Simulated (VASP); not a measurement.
MgO:

```
CELL_PARAMETERS angstrom
0.00000 2.35845 2.35845
2.35845 0.00000 2.35845
2.35845 2.35845 0.00000
ATOMIC_POSITIONS crystal
Mg 0.00000 0.00000 0.00000
O 0.25000 0.25000 0.25000
```

This cell differs from its parent crystal: strain +3.4%.

Base run:

```yaml
Program: VASP 6.6.1
Functional: r2SCAN
Potentials_or_basis: VASP PAW PBE potentials, release 64 (Mg, O)
Cutoff: 520 eV
k_mesh: 10 × 10 × 10
Occupations: gaussian, width 0.01 eV
Spin: no spin polarisation
```

Its results: band gap on the k mesh 3.76 eV; pressure -10.8 GPa.

Task: The run is repeated on the same cell with these changes: functional from r2SCAN to HSE06; k mesh from 10 × 10 × 10 to 6 × 6 × 6. What comes out?

Result: Band gap on the k mesh 4.64 eV; pressure -10.4 GPa.

Several settings changed at once.

Caveats: the cell stands under tension; the PAW data sets were made with another functional, which shifts forces and pressure a little.

